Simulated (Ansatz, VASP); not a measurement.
Pt: VASP beside Ansatz

The input INCAR:

```
SYSTEM = Pt
  PREC = Accurate
  ENCUT = 520
  EDIFF = 1E-6
  ISMEAR = 1
  SIGMA = 0.2
  LREAL = .False.
  LASPH = .True.
  NELM = 60
  ALGO = Normal
  ISIF = 2
  LWAVE = .False.
  LCHARG = .False.
  GGA = PE
  NBANDS = 11
```

KPOINTS

```
regular mesh
0
Gamma
  14 14 14
  0 0 0
```

File POSCAR:

```
Pt
1.0
    0.0000000000      1.9857786488      1.9857786488
    1.9857786488      0.0000000000      1.9857786488
    1.9857786488      1.9857786488      0.0000000000
Pt
1
Direct
    0.0000000000      0.0000000000      0.0000000000
```

Input for Ansatz:

```yaml
crystal:
  lattice:
    - [0.0, 1.9857786488, 1.9857786488]
    - [1.9857786488, 0.0, 1.9857786488]
    - [1.9857786488, 1.9857786488, 0.0]
  atoms:
    - { symbol: Pt, position: [0.0, 0.0, 0.0] }
hamiltonian:
  xc: pbe
  pseudopotentials:
    kind: paw
    azcp:
      Pt: "pseudopotentials/Pt.paw.azcp"
basis:
  ecutwfc: 420
  fft_grid_basis: typed
kpoints:
  mp_grid: { grid: [14, 14, 14], shift: [0, 0, 0] }
magnetization:
  spin_polarized: false
scf:
  occupations: { method: methfessel_paxton, width: 0.2 }
  lower_state_search: "off"
output:
  stress: true
  write_density: true
  write_potential: true
  elf: true
  volumetric_format: npy
```

Alike in both runs: task single point; functional PBE; k mesh 14 × 14 × 14; occupations methfessel-paxton of order 1, width 0.2 eV; no spin polarisation.

|  | VASP | Ansatz |
| --- | --- | --- |
| version | VASP 6.6.1 | Ansatz 0.2.0 |
| potentials or method | VASP PAW PBE potentials, release 64 (Pt), cutoff 520 eV | plane waves (420 eV) with PAW, scalar-relativistic |
| valence electrons in the cell | 10 | 18 |

```csv
,VASP,Ansatz,Ansatz less VASP
pressure (GPa),-1.0,-0.5,+0.49
```

VASP's potentials hold 10 valence electrons a cell and Ansatz's 18, so a difference there can come from the potentials and not from the codes.

Neither program's run includes spin-orbit coupling.
